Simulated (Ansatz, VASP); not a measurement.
**Two plane-wave programs on TiAl3**

```
Ti Al
1.0
    -1.92259    1.92259    4.31120
     1.92259   -1.92259    4.31120
     1.92259    1.92259   -4.31120
Ti Al
1 3
Direct
  0.00000 0.00000 0.00000
  0.50000 0.50000 0.00000
  0.75000 0.25000 0.50000
  0.25000 0.75000 0.50000
```

Alike in both runs: functional PBE; k mesh 16 × 16 × 16; occupations gaussian, width 0.1 eV; no spin polarisation.

Ansatz relaxed the structure, and its values are those at the end. VASP's run is a single point on that final structure, the one shown.

|  | VASP | Ansatz |
| --- | --- | --- |
| version | VASP 6.6.1 | Ansatz 0.2.0 |
| potentials or method | VASP PAW PBE potentials, release 64 (Ti_sv, Al), cutoff 520 eV | scalar-relativistic, plane waves, PAW |
| valence electrons in the cell | 21 | 21 |

|  | VASP | Ansatz | Ansatz less VASP |
| --- | --- | --- | --- |
| gap on the k mesh at the Fermi level (eV) | none | none | - |
| pressure (GPa) | -0.1 | 0.0 | +0.07 |

A gap of «none» marks a metal or a gap that the smearing closes. With one functional, cell and mesh, what is left measures potentials, basis and numerics.
